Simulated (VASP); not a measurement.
# LiF (Fm-3m) in VASP: a series of runs, part 3 of 3

VASP 6.6.1. Earlier steps stand in the parts before.

**6. Elastic constants, LDA**

This run uses another cell than the first one, of 7.09 Å³/atom, 0.950 times its volume.

INCAR reads:

```
  PREC = Accurate
  ENCUT = 600
  EDIFF = 1E-8
  ISMEAR = 0
  SIGMA = 0.01
  LREAL = False
  LASPH = True
  NELM = 80
  ALGO = Normal
  ISIF = 3
  LWAVE = False
  LCHARG = False
  IBRION = 6
  NFREE = 2
  POTIM = 0.015
  NSW = 1
```

KPOINTS reads:

```
regular mesh
0
Gamma
  10 10 10
```

POSCAR reads:

```
LiF
1.0
    0.0000000000      1.9211150754      1.9211150754
    1.9211150754      0.0000000000      1.9211150754
    1.9211150754      1.9211150754      0.0000000000
Li F
1 1
Direct
    0.0000000000      0.0000000000      0.0000000000
    0.5000000000      0.5000000000      0.5000000000
```

Potentials or basis: VASP PAW LDA potentials, release 64 (Li_sv, F).

Started as:

```
cat potpaw_LDA.64/Li_sv/POTCAR potpaw_LDA.64/F/POTCAR > POTCAR
mpirun -np 1 vasp_std > vasp.out
```

OUTCAR:

```text
PREC = Accurate
   ENCUT = 600
   EDIFF = 1E-8
   ISMEAR = 0
   LREAL = False
   LASPH = True
   NELM = 80
   ISIF = 3
   IBRION = 6
   NFREE = 2
   POTIM = 0.015
   NSW = 1

 ion  position               nearest neighbor table
   1  0.000  0.000  0.000-   2 1.92   2 1.92   2 1.92   2 1.92   2 1.92   2 1.92
   2  0.500  0.500  0.500-   1 1.92   1 1.92   1 1.92   1 1.92   1 1.92   1 1.92

[... 738 lines left out ...]
      0.000000  0.000000  0.000000     0.854827   -0.000000    0.000000
      1.921115  1.921115  1.921115    -0.518913    0.000000    0.000000
[... 21 lines left out ...]
   6 f/i=    0.003447 THz     0.021655 2PiTHz    0.114963 cm-1     0.014254 meV
             X         Y         Z           dx          dy          dz
      0.000000  0.000000  0.000000     0.406754   -0.322055   -0.010103
      1.921115  1.921115  1.921115     0.670064   -0.530535   -0.016643

--------------------------------------------------------------------------------------------------------

 ELASTIC MODULI CONTR FROM IONIC RELAXATION (kBar)
 Direction    XX          YY          ZZ          XY          YZ          ZX
 --------------------------------------------------------------------------------
 XX           0.0000      0.0000      0.0000      0.0000      0.0000      0.0000
 YY           0.0000      0.0000      0.0000      0.0000      0.0000      0.0000
 ZZ           0.0000      0.0000      0.0000      0.0000      0.0000      0.0000
 XY           0.0000      0.0000      0.0000      0.0000      0.0000      0.0000
 YZ           0.0000      0.0000      0.0000      0.0000      0.0000      0.0000
 ZX           0.0000      0.0000      0.0000      0.0000      0.0000      0.0000
 --------------------------------------------------------------------------------

 TOTAL ELASTIC MODULI (kBar)
 Direction    XX          YY          ZZ          XY          YZ          ZX
 --------------------------------------------------------------------------------
 XX        1951.8996    520.8758    520.8758      0.0000      0.0000      0.0000
 YY         520.8758   1951.8996    520.8758      0.0000      0.0000      0.0000
 ZZ         520.8758    520.8758   1951.8996      0.0000      0.0000      0.0000
 XY           0.0000      0.0000      0.0000    726.5649     -0.0000      0.0000
 YZ           0.0000      0.0000      0.0000     -0.0000    726.5649      0.0000
 ZX           0.0000      0.0000      0.0000      0.0000      0.0000    726.5649
 --------------------------------------------------------------------------------
```

stdout:

```text
POSCAR found type information on POSCAR LiF
 POSCAR found :  2 types and       2 ions
 scaLAPACK will be used
 LDA part: xc-table for (Slater(with rela. corr.)+CA(PZ))
 , standard interpolation
 POSCAR, INCAR and KPOINTS ok, starting setup
 FFT: planning ... GRIDC
 FFT: planning ... GRID_SOFT
 FFT: planning ... GRID
 WAVECAR not read
 entering main loop
 Found     2 degrees of freedom:
 Adding 6 more for cell shape distortion
 Finite differences POTIM= 0.01500 DOF=   8
 bond charge predicted
 Finite differences progress:
 bond charge predicted
 Finite differences progress:
 bond charge predicted
 Finite differences progress:
 bond charge predicted
 Finite differences progress:
 bond charge predicted
 Finite differences progress:
 bond charge predicted
 Finite differences progress:
 bond charge predicted
 Finite differences progress:
 bond charge predicted
 Finite differences progress:
 bond charge predicted
 Finite differences progress:
 bond charge predicted
 Finite differences progress:
 bond charge predicted
 Finite differences progress:
 bond charge predicted
 Finite differences progress:
 bond charge predicted
 Finite differences progress:
 bond charge predicted
 Finite differences progress:
 bond charge predicted
 Finite differences progress:
 bond charge predicted
 Finite differences progress:
```

Wall time 91 s (1 thread of Intel Xeon 6975P-C (Granite Rapids), shared host); peak memory 0.19 GiB.

What came out:

| Property | Result |
| --- | --- |
| Elastic constants C11, C12, C44 | 195, 52, 73 GPa |
| Voigt bulk modulus | 100 GPa |
| Highest phonon frequency at Γ, LO-TO splitting left out | 389 cm⁻¹ |

Phonon frequencies in cm⁻¹ (negative: imaginary):
```csv
q point,frequencies
"(0.000, 0.000, 0.000)",0 0 0 389 389 389
```

Elastic tensor in Voigt notation (GPa, in the Cartesian axes of the cell as first typed):
```
195  52  52   0   0   0
 52 195  52   0   0   0
 52  52 195   0   0   0
  0   0   0  73   0   0
  0   0   0   0  73   0
  0   0   0   0   0  73
```

Clamped-ion elastic tensor (GPa):
```
195  52  52   0   0   0
 52 195  52   0   0   0
 52  52 195   0   0   0
  0   0   0  73   0   0
  0   0   0   0  73   0
  0   0   0   0   0  73
```

Caveat: the cell is under stress, which shifts elastic constants; the cutoff is under 1.25 times the usual one of these potentials, so pressure, stress and relaxed cells hold a basis-set (Pulay) error.
